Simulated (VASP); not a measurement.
# Ir4F in VASP: further runs

Runs on Ir4F. Level: PBE. Tasks: single point.

Everything below comes from runs of VASP 6.6.1. Logs are shortened: lines on timing, memory, paths and dates and some standing lists are left out, and cuts for length are marked.

**1. The cell of the first run**

The cell holds a slab with vacuum, 5 atoms: a = 2.737 Å, b = 3.870 Å, c = 19.460 Å, α = 90.00°, β = 90.00°, γ = 90.00°.

**2. Single point, PBE**

INCAR reads:

```
SYSTEM = Ir4F
PREC = Accurate
ENCUT = 520
EDIFF = 1E-7
ISMEAR = 0
SIGMA = 0.1
LREAL = .False.
LASPH = .True.
NELM = 80
ALGO = Normal
ISIF = 2
LWAVE = .False.
LCHARG = .False.
LDIPOL = .True.
IDIPOL = 3
DIPOL = 0.5 0.5 0.343
GGA = PE
NBANDS = 30
```

KPOINTS reads:

```
Automatic mesh
0
Gamma
  10 7 1
  0 0 0
```

POSCAR reads:

```
Ir4F
1.0
    2.7367600872      0.0000000000      0.0000000000
    0.0000000000      3.8703632323      0.0000000000
    0.0000000000      0.0000000000     19.4599433740
Ir F
4 1
Direct
    0.5000000000      0.5000000000      0.2055504440
    0.0000000000      0.0000000000      0.2758682253
    0.5000000000      0.5000000000      0.3454282602
    0.0000000000      0.0000000000      0.4090424736
    0.0000000000      0.3750000000      0.4809069875
```

Potentials or basis: VASP PAW PBE potentials, release 64 (Ir, F).

Launch:

```bash
$ cat potpaw_PBE.64/Ir/POTCAR potpaw_PBE.64/F/POTCAR > POTCAR
$ mpirun -np 1 vasp_std > vasp.out
```

OUTCAR:

```text
SYSTEM = Ir4F
   PREC = Accurate
   ENCUT = 520
   EDIFF = 1E-7
   ISMEAR = 0
   LREAL = .False.
   LASPH = .True.
   NELM = 80
   ISIF = 2
   GGA = PE

 ion  position               nearest neighbor table
   1  0.500  0.500  0.206-   3 2.72   2 2.74   2 2.74   2 2.74   2 2.74
   2  0.000  0.000  0.276-   4 2.59   3 2.73   3 2.73   3 2.73   3 2.73   1 2.74   1 2.74   1 2.74
                             1 2.74
   3  0.500  0.500  0.345-   4 2.67   4 2.67   4 2.67   4 2.67   1 2.72   2 2.73   2 2.73   2 2.73
                             2 2.73
   4  0.000  0.000  0.409-   5 2.02   2 2.59   3 2.67   3 2.67   3 2.67   3 2.67
   5  0.000  0.375  0.481-   4 2.02

  LATTYP: Found a simple orthorhombic cell.
 ALAT       =     2.7367600872
 B/A-ratio  =     1.4142135624
 C/A-ratio  =     7.1105770159

  Lattice vectors:

 A1 = (   2.7367600872,   0.0000000000,   0.0000000000)
 A2 = (   0.0000000000,   3.8703632323,   0.0000000000)
 A3 = (   0.0000000000,   0.0000000000,  19.4599433740)

Analysis of symmetry for initial positions (statically):
=====================================================================
 Subroutine PRICEL returns:
 Original cell was already a primitive cell.

 Routine SETGRP: Setting up the symmetry group for a
 simple orthorhombic supercell.

 Subroutine GETGRP returns: Found  2 space group operations
 (whereof  2 operations were pure point group operations)
 out of a pool of  8 trial point group operations.

The static configuration has the point symmetry C_1h.

Analysis of symmetry for dynamics (positions and initial velocities):
=====================================================================
 Subroutine PRICEL returns:
 Original cell was already a primitive cell.

 Routine SETGRP: Setting up the symmetry group for a
 simple orthorhombic supercell.

 Subroutine GETGRP returns: Found  2 space group operations
 (whereof  2 operations were pure point group operations)
 out of a pool of  8 trial point group operations.

The dynamic configuration has the point symmetry C_1h.

 Subroutine INISYM returns: Found  2 space group operations
 (whereof  2 operations are pure point group operations),
 and found     1 'primitive' translations

----------------------------------------------------------------------------------------

                                     Primitive cell

  volume of cell :     206.1247

[... 99 lines left out ...]
   ISIF   =      2    stress and relaxation
   ISYM   =      2    0-nonsym 1-usesym 2-fastsym
   POTIM  = 0.5000    time-step for ionic-motion
   TEBEG  =    0.0;   TEEND  =   0.0 temperature during run
   PSTRESS=    0.0 pullay stress
   NELECT =      43.0000    total number of electrons
   NUPDOWN=      -1.0000    fix difference up-down
   EMIN   =  10.00;   EMAX   =-10.00  energy-range for DOS
   EFERMI =   0.00;   METHOD = LEGACY
   ISMEAR =     0;   SIGMA  =   0.10  broadening in eV -4-tet -1-fermi 0-gaus
   EFERMI_NEDOS =   21; number of points for ismear=-14 and -15
   IALGO  =     38    algorithm
   IMIX   =      4    mixing-type and parameters
     AMIX     =   0.40;   BMIX     =  1.00
     AMIX_MAG =   1.60;   BMIX_MAG =  1.00
  volume/ion in A,a.u.               =      41.22       278.20
  Fermi-wavevector in a.u.,A,eV,Ry     =   0.970929  1.834790 12.826265  0.942704
  Thomas-Fermi vector in A             =   2.101105
   LORBIT       =      0    0 simple, 1 ext, 2 COOP (PROOUT), +10 PAW based schemes
   GGA     = PE    functional components
   LHFCALC =     F    Hartree Fock is set to
   AEXX    =    0.0000 exact exchange contribution
   IVDW    =     0    specifies the selected vdW correction
   LEPSILON=     F    determine dielectric tensor
   LRPA    =     F    only Hartree local field effects (RPA)
 non-spin polarized calculation
 Gauss-broadening in eV      SIGMA  =   0.10
  energy-cutoff  :      520.00
  volume of cell :      206.12
 maximum number of plane-waves:      5602
   NGX = 11   NGY = 15   NGZ = 73

 number of electron      42.9999991 magnetization

 dipolmoment           0.000000      0.000000      0.123630 electrons x Angstroem

 Free energy of the ion-electron system (eV)
  ---------------------------------------------------
  ext. energy  EPLUGINS =         0.00000000
  ---------------------------------------------------
  free energy    TOTEN  =       -35.56338149 eV

  energy without entropy =      -35.52168089  energy(sigma->0) =      -35.54253119

 E-fermi :  -1.4703     XC(G=0):  -5.2904

 val. band max:       -1.4799490130   @ k =   0.3000   0.4286   0.0000
 cond. band min:      -1.4662864702   @ k =   0.3000   0.0000   0.0000
 fundamental gap:      0.0136625427
 Fermi energy:        -1.4703047035

 k-point     1 :       0.0000    0.0000    0.0000
  band No.  band energies     occupation
      1     -23.9072      2.00000
      2     -11.0301      2.00000
      3      -8.4622      2.00000
      4      -8.2772      2.00000
      5      -7.4392      2.00000
      6      -7.0800      2.00000
[... 781 lines left out ...]
     29       5.2238      0.00000
     30       5.7796      0.00000

------------------------ aborting loop because EDIFF is reached ----------------------------------------

 vacuum level on the upper side and lower side of the slab       (xc-potential included)         1.020        -1.036

  FORCE on cell =-STRESS in cart. coord.  units (eV):
  Direction    XX          YY          ZZ          XY          YZ          ZX
  --------------------------------------------------------------------------------------
  -------------------------------------------------------------------------------------
  Total       -5.3766149     -5.7164832      0.2855224      0.0000000     -0.9611614      0.0000000
  in kB      -41.7916468    -44.4333940      2.2193245      0.0000000     -7.4709679      0.0000000
  external PRESSURE =     -28.0019054 kB  Pullay stress =       0.0000000 kB

 VOLUME and BASIS-vectors are now :
 -----------------------------------------------------------------------------
  energy-cutoff  :      520.00
  volume of cell :      206.12
      direct lattice vectors                 reciprocal lattice vectors
     2.736760087  0.000000000  0.000000000     0.365395566  0.000000000  0.000000000
     0.000000000  3.870363232  0.000000000     0.000000000  0.258373682  0.000000000
     0.000000000  0.000000000 19.459943374     0.000000000  0.000000000  0.051387611

 POSITION                                       TOTAL-FORCE (eV/Angst)
 -----------------------------------------------------------------------------------
      1.36838      1.93518      4.00000         0.000000      0.031224      0.960498
      0.00000      0.00000      5.36838         0.000000     -0.452915     -1.330742
      1.36838      1.93518      6.72201         0.000000      0.750655     -0.492440
      0.00000      0.00000      7.95994         0.000000      0.445745      0.790221
      0.00000      1.45139      9.35842         0.000000     -0.774709      0.072463
 -----------------------------------------------------------------------------------
    total drift:                               -0.000000      0.000018     -0.000940

  FREE ENERGIE OF THE ION-ELECTRON SYSTEM (eV)
  ---------------------------------------------------
  free  energy   TOTEN  =       -35.5633814904 eV

  energy  without entropy=      -35.5216808943  energy(sigma->0) =      -35.54253119

 vacuum level on the upper side and lower side of the slab         5.880         3.768
```

OSZICAR:

```text
N       E                     dE             d eps       ncg     rms          rms(c)
DAV:   1     0.424997030613E+03    0.42500E+03   -0.17089E+04  1448   0.119E+03
DAV:   2     0.106510290541E+02   -0.41435E+03   -0.37735E+03  1514   0.366E+02
DAV:   3    -0.374134035084E+02   -0.48064E+02   -0.45154E+02  2010   0.117E+02
[... 20 lines left out ...]
DAV:  24    -0.355633781794E+02   -0.70321E-05   -0.28556E-06  1748   0.103E-02    0.683E-03
DAV:  25    -0.355633810281E+02   -0.28487E-05   -0.27829E-06  1924   0.120E-02    0.339E-03
DAV:  26    -0.355633818352E+02   -0.80719E-06   -0.23233E-07  1176   0.314E-03    0.368E-03
DAV:  27    -0.355633815269E+02    0.30833E-06   -0.21608E-07  1172   0.267E-03    0.185E-03
DAV:  28    -0.355633814904E+02    0.36471E-07   -0.35743E-08  1050   0.104E-03
   1 F= -.35563381E+02 E0= -.35542531E+02  d E =-.417006E-01
```

Wall time 5.5 min (1 thread of Intel Xeon Platinum 8488C (Sapphire Rapids), shared host); peak memory 0.35 GiB.

What came out:

```
Free energy            : -35.5634 eV
Largest force          : 1.406 eV/Å
Band gap on the k mesh : zero (an odd number of electrons rules out a gap without spin polarisation)
```

Forces in eV/Å, atoms in the order of the input:
```
Ir   0.000  0.031  0.960
Ir   0.000 -0.453 -1.331
Ir   0.000  0.751 -0.492
Ir   0.000  0.446  0.790
F    0.000 -0.775  0.072
```

Levels at points of the mesh, in eV from the Fermi level:
| k point | band 20 | band 21 | band 22 | band 23 | band 24 | band 25 |
| --- | --- | --- | --- | --- | --- | --- |
| (0.00, 0.00, 0.00) | -1.14 | -0.51 | -0.42 | 0.28 | 0.36 | 0.55 |
| (0.50, 0.00, 0.00) | 0.42 | 0.49 | 0.66 | 1.13 | 1.37 | 2.87 |

Caveat: spin-orbit coupling is left out, which moves the levels of the heavy elements; an odd number of electrons without spin polarisation forces a metal; a magnetic or distorted state may lie lower.

**3. Single point, PBE**

INCAR reads:

```
ALGO = Normal
DIPOL = 0.5 0.5 0.342
EDIFF = 1E-6
ENCUT = 520
GGA = PE
IDIPOL = 3
ISIF = 2
ISMEAR = 0
LASPH = T
LCHARG = F
LDIPOL = T
LREAL = F
LWAVE = F
NBANDS = 30
NELM = 80
PREC = Accurate
SIGMA = 0.1
```

KPOINTS reads:

```
k-points
0
Gamma
  10 7 1
```

Edit POSCAR of step 2 so:

```diff
@@ -12,2 +12,2 @@
     0.0000000000      0.0000000000      0.4090424736
-    0.0000000000      0.3750000000      0.4809069875
+    0.1666666667      0.5000000000      0.4739081350
```

Potentials or basis: VASP PAW PBE potentials, release 64 (Ir, F).

Launch:

```bash
$ cat potpaw_PBE.64/Ir/POTCAR potpaw_PBE.64/F/POTCAR > POTCAR
$ mpirun -np 1 vasp_std > vasp.out
```

Wall time 4.4 min (1 thread of Intel Xeon Platinum 8488C (Sapphire Rapids), shared host); peak memory 0.35 GiB.

It converged, with:

* Free energy: -35.1282 eV
* Largest force: 1.427 eV/Å
* Band gap on the k mesh: zero (an odd number of electrons rules out a gap without spin polarisation)

Forces on the atoms (eV/Å):
```
Ir  -0.020  0.000  1.169
Ir  -0.109  0.000 -1.423
Ir   0.405  0.000 -0.751
Ir   0.314  0.000  0.993
F   -0.590  0.000  0.012
```

Levels at points of the mesh, in eV from the Fermi level:
| k point | band 20 | band 21 | band 22 | band 23 | band 24 | band 25 |
| --- | --- | --- | --- | --- | --- | --- |
| (0.00, 0.00, 0.00) | -1.12 | -0.58 | -0.36 | 0.20 | 0.45 | 0.48 |
| (0.50, 0.00, 0.00) | 0.17 | 0.46 | 0.63 | 1.00 | 1.19 | 2.84 |

Caveat: spin-orbit coupling is left out, which moves the levels of the heavy elements; an odd number of electrons without spin polarisation forces a metal; a magnetic or distorted state may lie lower.

**4. Single point, PBE**

INCAR reads:

```
PREC     = Accurate       # precision mode
ENCUT    = 520            # plane-wave cutoff, eV
EDIFF    = 1E-7           # SCF threshold, eV
ISMEAR   = 0              # smearing method
SIGMA    = 0.1            # smearing width, eV
LREAL    = False          # projectors in reciprocal space
LASPH    = True           # aspherical terms in the spheres
NELM     = 80             # most SCF steps
ALGO     = Normal         # electronic algorithm
ISIF     = 2              # what is computed and relaxed
LWAVE    = False          # write WAVECAR
LCHARG   = True           # write CHGCAR
LDIPOL   = True         
IDIPOL   = 3            
DIPOL    = 0.5 0.5 0.344
GGA      = PE             # functional
LELF     = True           # ELF
LVHAR    = True         
LVACPOTAV= True         
NBANDS   = 30             # bands
```

KPOINTS reads:

```
regular mesh
0
Gamma
  10 7 1
```

Edit POSCAR of step 3 so:

```diff
@@ -12,2 +12,2 @@
     0.0000000000      0.0000000000      0.4090424736
-    0.1666666667      0.5000000000      0.4739081350
+    0.5000000000      0.2500000000      0.4838807630
```

Potentials or basis: VASP PAW PBE potentials, release 64 (Ir, F).

Launch:

```bash
$ cat potpaw_PBE.64/Ir/POTCAR potpaw_PBE.64/F/POTCAR > POTCAR
$ mpirun -np 1 vasp_std > vasp.out
```

OUTCAR:

```text
PREC = Accurate
   ENCUT = 520
   EDIFF = 1E-7
   ISMEAR = 0
   LREAL = False
   LASPH = True
   NELM = 80
   ISIF = 2
   GGA = PE

 ion  position               nearest neighbor table
   1  0.500  0.500  0.206-   3 2.72   2 2.74   2 2.74   2 2.74   2 2.74
   2  0.000  0.000  0.276-   4 2.59   3 2.73   3 2.73   3 2.73   3 2.73   1 2.74   1 2.74   1 2.74
                             1 2.74
   3  0.500  0.500  0.345-   4 2.67   4 2.67   4 2.67   4 2.67   1 2.72   2 2.73   2 2.73   2 2.73
                             2 2.73
   4  0.000  0.000  0.409-   5 2.22   5 2.22   2 2.59   3 2.67   3 2.67   3 2.67   3 2.67
   5  0.500  0.250  0.484-   4 2.22   4 2.22

  LATTYP: Found a simple orthorhombic cell.
 ALAT       =     2.7367600872
 B/A-ratio  =     1.4142135624
 C/A-ratio  =     7.1105770159

[... 992 lines left out ...]
  Total       -6.4156043     -3.7374314      0.3891768      0.0000000     -1.4769358      0.0000000
  in kB      -49.8675611    -29.0505120      3.0250148      0.0000000    -11.4800080      0.0000000
  external PRESSURE =     -25.2976861 kB  Pullay stress =       0.0000000 kB

 VOLUME and BASIS-vectors are now :
 -----------------------------------------------------------------------------
  energy-cutoff  :      520.00
  volume of cell :      206.12
      direct lattice vectors                 reciprocal lattice vectors
     2.736760087  0.000000000  0.000000000     0.365395566  0.000000000  0.000000000
     0.000000000  3.870363232  0.000000000     0.000000000  0.258373682  0.000000000
     0.000000000  0.000000000 19.459943374     0.000000000  0.000000000  0.051387611

 POSITION                                       TOTAL-FORCE (eV/Angst)
 -----------------------------------------------------------------------------------
      1.36838      1.93518      4.00000         0.000000     -0.042636      1.049489
      0.00000      0.00000      5.36838         0.000000     -0.272154     -1.347958
      1.36838      1.93518      6.72201         0.000000      1.187845     -0.856134
      0.00000      0.00000      7.95994         0.000000     -0.267006      1.107213
      1.36838      0.96759      9.41629         0.000000     -0.606049      0.047390
 -----------------------------------------------------------------------------------
    total drift:                               -0.000000     -0.000034     -0.000799

  FREE ENERGIE OF THE ION-ELECTRON SYSTEM (eV)
  ---------------------------------------------------
  free  energy   TOTEN  =       -35.1968634313 eV

  energy  without entropy=      -35.1504095818  energy(sigma->0) =      -35.17363651

 vacuum level on the upper side and lower side of the slab         5.785         3.864
```

Run time: 4.4 min. Hardware: 1 thread of Intel Xeon Platinum 8488C (Sapphire Rapids), shared host; peak memory 0.35 GiB.

Results:

| Item | Value |
| --- | --- |
| Free energy | -35.1969 eV |
| Largest force | 1.464 eV/Å |
| Band gap on the k mesh | zero (an odd number of electrons rules out a gap without spin polarisation) |

Forces in eV/Å, atoms in the order of the input:
```
Ir   0.000 -0.043  1.049
Ir   0.000 -0.272 -1.348
Ir   0.000  1.188 -0.856
Ir   0.000 -0.267  1.107
F    0.000 -0.606  0.047
```

Caveat: spin-orbit coupling is left out, which moves the levels of the heavy elements; an odd number of electrons without spin polarisation forces a metal; a magnetic or distorted state may lie lower.

**5. Overview**

```csv
cell,gap on the mesh (eV),largest force (eV/Å)
"as given, atomic positions A",none,1.41
"as given, atomic positions B",none,1.43
"as given, atomic positions C",none,1.46
```

Alike in all rows: task single point; level PBE; potentials or basis VASP PAW PBE potentials, release 64 (Ir, F); no spin polarisation; k mesh 10 × 7 × 1; cutoff (eV) 520; smearing gaussian 0.1 eV.

Caveats: spin-orbit coupling is left out, which moves the levels of the heavy elements; an odd number of electrons without spin polarisation forces a metal; a magnetic or distorted state may lie lower.

Absolute energies hang on the potentials; compare differences alone.
